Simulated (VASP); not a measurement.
# BiO5 (P4) in VASP: single point with PBE

Aim: the single point of BiO5 with PBE.

All numbers are computed with VASP 6.6.1; they aren't measurements. Logs are shortened: lines on timing, memory, paths and dates and some standing lists are left out, and cuts for length are marked.

## (1) The cell of the first run

The structure is tetragonal, space group P4 (No. 75). The conventional cell has a = 4.849 Å, b = 4.849 Å, c = 4.229 Å, α = 90.00°, β = 90.00°, γ = 90.00°. Bi (site symmetry 4) has 6 O at 2.11 to 2.48 Å within 2.8 Å. Within 2.8 Å of O (site symmetry 4) lie 2 Bi at 2.11 to 2.12 Å. Within 2.2 Å of O (site symmetry 1) lie 2 O at 1.64 Å.

The cell was built from a structure type or drawn by symmetry, and may not be a known phase.

## (2) Single point, PBE

Input file INCAR:

```
SYSTEM = BiO5
  PREC = Accurate
  ENCUT = 600
  EDIFF = 1E-6
  ISMEAR = 0
  SIGMA = 0.2
  LREAL = .False.
  LASPH = .True.
  NELM = 120
  ALGO = Normal
  ISIF = 2
  LWAVE = .False.
  LCHARG = .False.
  GGA = PE
  NBANDS = 32
  GGA_COMPAT = .False.
```

Input file KPOINTS:

```
regular mesh
0
Gamma
  4 4 4
  0 0 0
```

Input file POSCAR:

```
BiO5
1.0
    4.8488359014      0.0000000000      0.0000000000
    0.0000000000      4.8488359014      0.0000000000
    0.0000000000      0.0000000000      4.2290702201
Bi O
1 5
Direct
    0.0000000000      0.0000000000      0.3372671765
    0.0000000000      0.0000000000      0.8390916880
    0.4340903934      0.7298247285      0.3533241339
    0.5659096066      0.2701752715      0.3533241339
    0.2701752715      0.4340903934      0.3533241339
    0.7298247285      0.5659096066      0.3533241339
```

Potentials or basis: VASP PAW PBE potentials, release 64 (Bi_d, O).

On the command line:

```console
> cat potpaw_PBE.64/Bi_d/POTCAR potpaw_PBE.64/O/POTCAR > POTCAR
> mpirun -np 1 vasp_std > vasp.out
```

OUTCAR:

```text
SYSTEM = BiO5
   PREC = Accurate
   ENCUT = 600
   EDIFF = 1E-6
   ISMEAR = 0
   LREAL = .False.
   LASPH = .True.
   NELM = 120
   ISIF = 2
   GGA = PE

 ion  position               nearest neighbor table
   1  0.000  0.000  0.337-   2 2.11   2 2.12   3 2.48   4 2.48   5 2.48   6 2.48
   2  0.000  0.000  0.839-   1 2.11   1 2.12
   3  0.434  0.730  0.353-   5 1.64   6 1.64   1 2.48
   4  0.566  0.270  0.353-   5 1.64   6 1.64   1 2.48
   5  0.270  0.434  0.353-   3 1.64   4 1.64   1 2.48
   6  0.730  0.566  0.353-   3 1.64   4 1.64   1 2.48

  LATTYP: Found a simple tetragonal cell.
 ALAT       =     4.8488359014
 C/A-ratio  =     0.8721825828

  Lattice vectors:

 A1 = (   4.8488359014,   0.0000000000,   0.0000000000)
 A2 = (   0.0000000000,   4.8488359014,   0.0000000000)
 A3 = (   0.0000000000,   0.0000000000,   4.2290702201)

Analysis of symmetry for initial positions (statically):
=====================================================================
 Subroutine PRICEL returns:
 Original cell was already a primitive cell.

 Routine SETGRP: Setting up the symmetry group for a
 simple tetragonal supercell.

 Subroutine GETGRP returns: Found  4 space group operations
 (whereof  4 operations were pure point group operations)
 out of a pool of 16 trial point group operations.

The static configuration has the point symmetry     .

Analysis of symmetry for dynamics (positions and initial velocities):
=====================================================================
 Subroutine PRICEL returns:
 Original cell was already a primitive cell.

 Routine SETGRP: Setting up the symmetry group for a
 simple tetragonal supercell.

 Subroutine GETGRP returns: Found  4 space group operations
 (whereof  4 operations were pure point group operations)
 out of a pool of 16 trial point group operations.

The dynamic configuration has the point symmetry     .

 Subroutine INISYM returns: Found  4 space group operations
 (whereof  4 operations are pure point group operations),
 and found     1 'primitive' translations

----------------------------------------------------------------------------------------

                                     Primitive cell

  volume of cell :      99.4306

  direct lattice vectors                    reciprocal lattice vectors
     4.848835901  0.000000000  0.000000000     0.206235068  0.000000000  0.000000000
     0.000000000  4.848835901  0.000000000     0.000000000  0.206235068  0.000000000
     0.000000000  0.000000000  4.229070220     0.000000000  0.000000000  0.236458594

  length of vectors
     4.848835901  4.848835901  4.229070220     0.206235068  0.206235068  0.236458594

  position of ions in fractional coordinates (direct lattice)
     0.000000000  0.000000000  0.337267176
     0.000000000  0.000000000  0.839091688
     0.434090393  0.729824728  0.353324134
     0.565909607  0.270175272  0.353324134
     0.270175272  0.434090393  0.353324134
     0.729824728  0.565909607  0.353324134

  ion indices of the primitive-cell ions
   primitive index   ion index
                 1           1
                 2           2
                 3           3
                 4           4
                 5           5
                 6           6

----------------------------------------------------------------------------------------

 KPOINTS: regular mesh

Automatic generation of k-mesh.
 Grid dimensions read from file:
 generate k-points for:    4    4    4

 Generating k-lattice:

  Cartesian coordinates                     Fractional coordinates (reciprocal lattice)
     0.051558767  0.000000000  0.000000000     0.250000000  0.000000000  0.000000000
     0.000000000  0.051558767  0.000000000     0.000000000  0.250000000  0.000000000
     0.000000000  0.000000000  0.059114649     0.000000000  0.000000000  0.250000000

  Length of vectors
     0.051558767  0.051558767  0.059114649

  Shift w.r.t. Gamma in fractional coordinates (k-lattice)
     0.000000000  0.000000000  0.000000000

 Subroutine IBZKPT returns following result:
 ===========================================

 Found     18 irreducible k-points:

 Following reciprocal coordinates:
            Coordinates               Weight
  0.000000  0.000000  0.000000      1.000000
  0.250000  0.000000  0.000000      4.000000
  0.500000  0.000000  0.000000      2.000000
  0.250000  0.250000  0.000000      4.000000
  0.500000  0.250000  0.000000      4.000000
  0.500000  0.500000  0.000000      1.000000
[... 10 lines left out ...]
  0.500000  0.250000  0.500000      4.000000
  0.500000  0.500000  0.500000      1.000000
   k-points           NKPTS =     18   k-points in BZ     NKDIM =     18   number of bands    NBANDS=     32
   number of dos      NEDOS =    301   number of ions     NIONS =      6
   total plane-waves  NPLWV =  57600
   dimension x,y,z NGX =    40 NGY =   40 NGZ =   36
   dimension x,y,z NGXF=    80 NGYF=   80 NGZF=   72
   ions per type =               1   5
   NGX,Y,Z   is equivalent  to a cutoff of  13.71, 13.71, 14.15 a.u.
   NGXF,Y,Z  is equivalent  to a cutoff of  27.43, 27.43, 28.30 a.u.
 SYSTEM =  BiO5
   PREC   = accura    normal or accurate (medium, high low for compatibility)
   ISTART =      0    job   : 0-new  1-cont  2-samecut
   ICHARG =      2    charge: 1-file 2-atom 10-const
   ISPIN  =      1    spin polarized calculation?
   LNONCOLLINEAR =      F non collinear calculations
   LSORBIT =      F    spin-orbit coupling
   LASPH  =      T    aspherical Exc in radial PAW
   ENCUT  =  600.0 eV  44.10 Ry    6.64 a.u.   9.68  9.68  8.45*2*pi/ulx,y,z
   NELM   =    120;   NELMIN=  2; NELMDL= -5     # of ELM steps
   EDIFF  = 0.1E-05   stopping-criterion for ELM
   LREAL  =      F    real-space projection
   EDIFFG = 0.1E-04   stopping-criterion for IOM
   NSW    =      0    number of steps for IOM
   IBRION =     -1    ionic relax: 0-MD 1-quasi-New 2-CG
   NFREE  =      0    steps in history (QN), initial steepest desc. (CG)
   ISIF   =      2    stress and relaxation
   ISYM   =      2    0-nonsym 1-usesym 2-fastsym
   POTIM  = 0.5000    time-step for ionic-motion
   TEBEG  =    0.0;   TEEND  =   0.0 temperature during run
   PSTRESS=    0.0 pullay stress
   NELECT =      45.0000    total number of electrons
   NUPDOWN=      -1.0000    fix difference up-down
   EMIN   =  10.00;   EMAX   =-10.00  energy-range for DOS
   EFERMI =   0.00;   METHOD = LEGACY
   ISMEAR =     0;   SIGMA  =   0.20  broadening in eV -4-tet -1-fermi 0-gaus
   EFERMI_NEDOS =   21; number of points for ismear=-14 and -15
   IALGO  =     38    algorithm
   IMIX   =      4    mixing-type and parameters
     AMIX     =   0.40;   BMIX     =  1.00
     AMIX_MAG =   1.60;   BMIX_MAG =  1.00
  volume/ion in A,a.u.               =      16.57       111.83
  Fermi-wavevector in a.u.,A,eV,Ry     =   1.256914  2.375224 21.494945  1.579834
  Thomas-Fermi vector in A             =   2.390599
   LORBIT       =      0    0 simple, 1 ext, 2 COOP (PROOUT), +10 PAW based schemes
   GGA     = PE    functional components
   LHFCALC =     F    Hartree Fock is set to
   AEXX    =    0.0000 exact exchange contribution
   IVDW    =     0    specifies the selected vdW correction
   LEPSILON=     F    determine dielectric tensor
   LRPA    =     F    only Hartree local field effects (RPA)
 non-spin polarized calculation
 Gauss-broadening in eV      SIGMA  =   0.20
  energy-cutoff  :      600.00
  volume of cell :       99.43
 maximum number of plane-waves:      3352
 NGX is ok and might be reduce to    40
   NGX = 19   NGY = 19   NGZ = 17

 number of electron      44.9999987 magnetization

 Free energy of the ion-electron system (eV)
  ---------------------------------------------------
  ext. energy  EPLUGINS =         0.00000000
  ---------------------------------------------------
  free energy    TOTEN  =       -25.85472395 eV

  energy without entropy =      -25.73021012  energy(sigma->0) =      -25.79246704

 E-fermi :   1.2014     XC(G=0):  -8.6513

 val. band max:        1.1895752032   @ k =   0.2500   0.0000   0.2500
 cond. band min:       1.2019994871   @ k =   0.5000   0.5000   0.2500
 fundamental gap:      0.0124242839
 Fermi energy:         1.2013607026

 k-point     1 :       0.0000    0.0000    0.0000
  band No.  band energies     occupation
      1     -21.9203      2.00000
      2     -21.6881      2.00000
      3     -21.6368      2.00000
      4     -21.4096      2.00000
      5     -21.4096      2.00000
      6     -21.3459      2.00000
[... 24 lines left out ...]
     31      11.1078      0.00000
     32      14.3790      0.00000

 k-point     2 :       0.2500    0.0000    0.0000
  band No.  band energies     occupation
      1     -21.8679      2.00000
      2     -21.6995      2.00000
      3     -21.6357      2.00000
      4     -21.4124      2.00000
      5     -21.4095      2.00000
      6     -21.3544      2.00000
[... 24 lines left out ...]
     31      10.8804      0.00000
     32      13.0976      0.00000

 k-point     3 :       0.5000    0.0000    0.0000
  band No.  band energies     occupation
      1     -21.8104      2.00000
      2     -21.7111      2.00000
      3     -21.6339      2.00000
      4     -21.4171      2.00000
      5     -21.4095      2.00000
      6     -21.3644      2.00000
[... 24 lines left out ...]
     31      10.0360      0.00000
     32      12.9660      0.00000

 k-point     4 :       0.2500    0.2500    0.0000
  band No.  band energies     occupation
      1     -21.8616      2.00000
      2     -21.7677      2.00000
      3     -21.6346      2.00000
      4     -21.4106      2.00000
      5     -21.4100      2.00000
      6     -21.2395      2.00000
[... 444 lines left out ...]
     31      11.1306      0.00000
     32      13.0021      0.00000

 k-point    17 :       0.5000    0.2500    0.5000
  band No.  band energies     occupation
      1     -21.8627      2.00000
      2     -21.6318      2.00000
      3     -21.5471      2.00000
      4     -21.4231      2.00000
      5     -21.4221      2.00000
      6     -21.1362      2.00000
[... 24 lines left out ...]
     31      11.1454      0.00000
     32      12.3638      0.00000

 k-point    18 :       0.5000    0.5000    0.5000
  band No.  band energies     occupation
      1     -21.9526      2.00000
      2     -21.6281      2.00000
      3     -21.5405      2.00000
      4     -21.4227      2.00000
      5     -21.4227      2.00000
      6     -20.9661      2.00000
[... 24 lines left out ...]
     31      10.9503      0.00000
     32      11.4676      0.00000

------------------------ aborting loop because EDIFF is reached ----------------------------------------

  FORCE on cell =-STRESS in cart. coord.  units (eV):
  Direction    XX          YY          ZZ          XY          YZ          ZX
  --------------------------------------------------------------------------------------
  -------------------------------------------------------------------------------------
  Total       -0.2420199     -0.2420199     -0.0100670      0.0000000      0.0000000      0.0000000
  in kB       -3.8997950     -3.8997950     -0.1622155      0.0000005      0.0000000      0.0000000
  external PRESSURE =      -2.6539352 kB  Pullay stress =       0.0000000 kB

 VOLUME and BASIS-vectors are now :
 -----------------------------------------------------------------------------
  energy-cutoff  :      600.00
  volume of cell :       99.43
      direct lattice vectors                 reciprocal lattice vectors
     4.848835901  0.000000000  0.000000000     0.206235068  0.000000000  0.000000000
     0.000000000  4.848835901  0.000000000     0.000000000  0.206235068  0.000000000
     0.000000000  0.000000000  4.229070220     0.000000000  0.000000000  0.236458594

 POSITION                                       TOTAL-FORCE (eV/Angst)
 -----------------------------------------------------------------------------------
      0.00000      0.00000      1.42633         0.000000      0.000000      0.043109
      0.00000      0.00000      3.54858         0.000000      0.000000     -0.008105
      2.10483      3.53880      1.49423        -0.023757      0.020110     -0.008751
      2.74400      1.31004      1.49423         0.023757     -0.020110     -0.008751
      1.31004      2.10483      1.49423        -0.020110     -0.023757     -0.008751
      3.53880      2.74400      1.49423         0.020110      0.023757     -0.008751
 -----------------------------------------------------------------------------------
    total drift:                                0.000000     -0.000000     -0.000601

  FREE ENERGIE OF THE ION-ELECTRON SYSTEM (eV)
  ---------------------------------------------------
  free  energy   TOTEN  =       -25.8547239480 eV

  energy  without entropy=      -25.7302101235  energy(sigma->0) =      -25.79246704
```

It took 35 s on 1 thread of Intel Xeon 6975P-C (Granite Rapids), shared host; peak memory 0.25 GiB.

What came out:

| Item | Value |
| --- | --- |
| Free energy | -25.8547 eV |
| Pressure | -0.3 GPa |
| Largest force | 0.043 eV/Å |
| Band gap on the k mesh | zero (an odd number of electrons rules out a gap without spin polarisation) |

Forces in eV/Å, atoms in the order of the input:
```
Bi   0.000  0.000  0.043
O    0.000  0.000 -0.008
O   -0.024  0.020 -0.009
O    0.024 -0.020 -0.009
O   -0.020 -0.024 -0.009
O    0.020  0.024 -0.009
```

Stress tensor (GPa, compression positive):
```
-0.39  0.00  0.00
 0.00 -0.39  0.00
 0.00  0.00 -0.02
```

Caveat: the k points lie up to 0.37 Å⁻¹ apart, too coarse for converged energies and pressures of a metal; spin-orbit coupling is left out, which moves the levels of the heavy elements; an odd number of electrons without spin polarisation forces a metal; a magnetic or distorted state may lie lower.
